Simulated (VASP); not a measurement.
Set up this calculation in VASP 6.6.1, as the native input.

```yaml
Task: single point
Functional: PBE
Potentials_or_basis: VASP PAW PBE potentials, release 64 (Ca_sv)
Cutoff: 520 eV
k_mesh: 9 × 9 × 1
Occupations: fermi-dirac, width 0.08 eV
Spin: no spin polarisation
Dipole_correction: yes
Further_INCAR_settings: ALGO = Normal; EDIFF = 1e-06; NBANDS = 22
```

The structure of Ca lies in POSCAR:

```
Ca
1.0
    3.9070577562      0.0000000000      0.0000000000
    0.0000000000      3.9070577562      0.0000000000
    0.0000000000      0.0000000000     25.5254000000
Ca
3
Direct
    0.0000000000      0.0000000000      0.3949623065
    0.5000000000      0.5000000000      0.5000000010
    0.0000000000      0.0000000000      0.6050376925
```

The input as run:

INCAR

```
SYSTEM = Ca
  PREC = Accurate
  ENCUT = 520
  EDIFF = 1E-6
  ISMEAR = -1
  SIGMA = 0.08
  LREAL = .False.
  LASPH = .True.
  NELM = 100
  ALGO = Normal
  ISIF = 2
  LWAVE = .False.
  LCHARG = .False.
  LDIPOL = .True.
  IDIPOL = 3
  DIPOL = 0.5 0.5 0.500
  GGA = PE
  NBANDS = 22
```

KPOINTS

```
Automatic mesh
0
Gamma
  9 9 1
  0 0 0
```

Potentials or basis: VASP PAW PBE potentials, release 64 (Ca_sv).

Run with:

```console
$ cat potpaw_PBE.64/Ca_sv/POTCAR > POTCAR
$ mpirun -np 1 vasp_std > vasp.out
```

Results of the run:

The largest force is 0.006 eV/Å and the band gap on the k mesh is zero (band 15 reaches -1.02 eV, above the bottom of band 16 at -1.14 eV).

It took 3.5 min on 1 thread of Intel(R) Xeon(R) Platinum 8259CL CPU @ 2.50GHz (Skylake/Cascade Lake) (shared host), peak memory 0.46 GiB.
